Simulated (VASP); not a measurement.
Runs of VASP 6.6.1 on In. The structure is that of space group Fd-3m (No. 227), or close to it. The cells are those of the table. 

```csv
task,cell,cutoff (eV),gap on the mesh (eV),pressure (GPa)
single point,"a = 3.628 Å, angles 60.0°, 2 atoms",520,none,(a)
relaxation of cell and atoms,"relaxed to 140 GPa from a = 3.481 Å, angles 60.0°, 2 atoms",600,none,140.0
relaxation of cell and atoms,"relaxed to 140 GPa from a = 3.627 Å, angles 60.0°, 2 atoms",600,none,140.0
single point,"a = 3.627 Å, angles 60.0°, 2 atoms",520,none,140.9
```

Alike in all rows: level PBE; potentials or basis VASP PAW PBE potentials, release 64 (In_d); no spin polarisation; k mesh 13 × 13 × 13; smearing fermi-dirac 0.08 eV.

Task: Fill in the values left out.

Result: (a) 140.5.

Caveats: spin-orbit coupling is left out, which moves the levels of the heavy elements; the cell is relaxed towards a set pressure, so the enthalpy falls and the energy may rise (some runs).

A k mesh can miss the band edges, and the runs leave out spin-orbit coupling on In.

A gap of «none» marks levels without a gap at the run's occupations.
